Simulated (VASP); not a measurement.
AlCo (rocksalt type), 2 atoms in the cell. It takes space group Fm-3m (No. 225, cubic). Conventional cell: a = 4.792 Å, b = 4.792 Å, c = 4.792 Å, α = 90.00°, β = 90.00°, γ = 90.00°. Within 3.2 Å of Co (site symmetry m-3m) lie 6 Al at 2.40 Å. Within 3.2 Å of Al (site symmetry m-3m) lie 6 Co at 2.40 Å. 

- Program: VASP 6.6.1
- Task: relaxation of cell and atoms
- Functional: PBE
- Potentials or basis: VASP PAW PBE potentials, release 64 (Co, Al)
- Cutoff: 600 eV
- k mesh: 14 × 14 × 14
- Occupations: fermi-dirac, width 0.1 eV
- Spin: no spin polarisation
- Target pressure: 0.03 GPa
- Dipole correction: no
- Further INCAR settings: ALGO = Normal; EDIFF = 1e-06; IBRION = 2; EDIFFG = -0.005; NSW = 32; ISIF = 3

Potentials or basis: VASP PAW PBE potentials, release 64 (Co, Al).

The run is started by

```bash
$ cat potpaw_PBE.64/Co/POTCAR potpaw_PBE.64/Al/POTCAR > POTCAR
$ mpirun -np 1 vasp_std > vasp.out
```

Hardware: 1 thread of AMD EPYC 9R45 96-Core Processor (Zen 5), on a shared host.

Q: How long does it take, and how much memory?

A: Run time: 44 s on 1 thread of AMD EPYC 9R45 96-Core Processor (Zen 5), with other jobs on the host, peak memory 0.16 GiB. Counts: scf iterations 25, k points 104, ion steps 4.
